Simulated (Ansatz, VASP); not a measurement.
Si3Br: VASP beside Ansatz

```
Si Br
1.0
     4.75915    0.00000    0.00000
     0.00000    5.91989    0.00000
     0.00000    0.00000    5.00812
Si Br
6 2
Direct
  0.00000 0.25000 0.16700
  0.00000 0.75000 0.16700
  0.50000 0.75000 0.83300
  0.50000 0.25000 0.83300
  0.50000 0.00000 0.33000
  0.00000 0.50000 0.67000
  0.00000 0.00000 0.67000
  0.50000 0.50000 0.33000
```

Alike in both runs: task relaxation of cell and atoms; functional PBE; k mesh 4 × 4 × 4; occupations gaussian, width 0.1 eV; no spin polarisation.

```csv
,VASP,Ansatz
version,VASP 6.6.1,Ansatz 0.2.0
potentials or method,"VASP PAW PBE potentials, release 64 (Si, Br), cutoff 600 eV","scalar-relativistic, plane waves, PAW"
valence electrons in the cell,38,38
```

|  | VASP | Ansatz | Ansatz less VASP |
| --- | --- | --- | --- |
| gap on the k mesh at the Fermi level, each at its own relaxed structure (eV) | none | none | - |
| relaxed volume (Å³/atom) | 24.36 | 24.66 | +0.300 |
| relaxed cell length with the largest relative difference (Å) | 6.190 | 6.249 | +0.0599 |

A gap of «none» marks a metal or a gap that the smearing closes.

Noted on VASP's run: the volume moved by over 15 % at a fixed basis, so the end points are rough.
